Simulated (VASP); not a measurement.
# CoO: single point with PBEsol-based global hybrid with 25 % exact exchange

The system is CoO.

```
CELL_PARAMETERS angstrom
0.00000 2.34364 2.34364
2.34364 0.00000 2.34364
2.34364 2.34364 0.00000
ATOMIC_POSITIONS crystal
Co 0.00000 0.00000 0.00000
O 0.25000 0.25000 0.25000
```

```json
{
  "Program": "VASP 6.6.1",
  "Task": "single point",
  "Functional": "PBEsol-based global hybrid with 25 % exact exchange",
  "Potentials or basis": "VASP PAW PBE potentials, release 64 (Co, O)",
  "Cutoff": "520 eV",
  "k mesh": "5 × 5 × 5",
  "Occupations": "fermi-dirac, width 0.05 eV",
  "Spin": "collinear spin, ferromagnetic start",
  "Starting moments": "[2.0, 0.0] μB"
}
```

```yaml
Pressure: -12.8 GPa
Band_gap_on_the_k_mesh: 2.51 eV
Net_moment: 3.00 μB per cell
Site_moments: Co +2.70; O +0.19 μB
Valence_electrons_inside_the_program's_atomic_spheres: Co 7.76; O 5.00
```

Levels at points of the mesh, in eV from the valence-band top:
Spin up:
| k point | band 7 | band 8 | band 9 | band 10 | band 11 | band 12 |
| --- | --- | --- | --- | --- | --- | --- |
| (0.00, 0.00, 0.00) | 0.00 | 0.00 | 0.00 | 2.51 | 16.27 | 16.27 |
Spin down:
| k point | band 2 | band 3 | band 4 | band 5 | band 6 | band 7 | band 8 | band 9 | band 10 | band 11 |
| --- | --- | --- | --- | --- | --- | --- | --- | --- | --- | --- |
| (0.00, 0.00, 0.00) | -3.28 | -3.28 | -3.28 | -1.14 | -1.14 | 3.23 | 7.01 | 7.01 | 7.01 | 16.81 |

It took 54 min on 1 thread of Intel Xeon 8259CL (shared host), peak memory 0.19 GiB.

Caveat: the k points lie up to 0.46 Å⁻¹ apart; the PAW data sets were made with another functional, which shifts forces and pressure a little; a cell with one magnetic atom can't hold antiferromagnetic order, which such compounds often take.
